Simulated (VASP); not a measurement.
Write the native input for VASP 6.6.1 that does the following.

```yaml
Task: single point
Functional: PBEsol
Potentials_or_basis: VASP PAW PBE potentials, release 64 (Te, Mo_sv)
Cutoff: 520 eV
k_mesh: 12 × 12 × 2
Occupations: gaussian, width 0.02 eV
Spin: no spin polarisation
Dipole_correction: no
Further_INCAR_settings: ALGO = Normal; EDIFF = 1e-06; NBANDS = 20
```

The structure of Te2Mo lies in POSCAR:

```
Te2Mo
1.0
    3.5434411635      0.0000000000      0.0000000000
   -1.7717205817      3.0687100644      0.0000000000
    0.0000000000      0.0000000000     17.7893201938
Te Mo
2 1
Direct
    0.3333333333      0.6666666667      0.8997617956
    0.3333333333      0.6666666667      0.1002382044
    0.0000000000      0.0000000000      0.0000000000
```

This cell differs from its parent crystal: equal strain along all axes, cell held: +1.5 %, then relaxed in part.

One way to write it, as run:

INCAR

```
ALGO = Normal
EDIFF = 1E-6
ENCUT = 520
GGA = PS
ISIF = 2
ISMEAR = 0
LASPH = True
LCHARG = False
LREAL = False
LWAVE = False
NBANDS = 20
NELM = 60
PREC = Accurate
SIGMA = 0.02
```

KPOINTS

```
k-points
0
Gamma
  12 12 2
```

Potentials or basis: VASP PAW PBE potentials, release 64 (Te, Mo_sv).

The run is started by

```bash
$ cat potpaw_PBE.64/Te/POTCAR potpaw_PBE.64/Mo_sv/POTCAR > POTCAR
$ mpirun -np 1 vasp_std > vasp.out
```

It gave:

- Largest force: 0.035 eV/Å
- Band gap on the k mesh: 1.07 eV, direct

Caveat: the cell differs from its parent crystal (equal strain along all axes, cell held: +1.5 %, then relaxed in part); the PAW data sets were made with another functional, which shifts forces and pressure a little; spin-orbit coupling is left out, which moves the levels of the heavy elements.

It took 100 s on 1 thread of Intel(R) Xeon(R) Platinum 8481C CPU @ 2.70GHz (Sapphire Rapids), with other jobs on the host, peak memory 0.4 GiB.
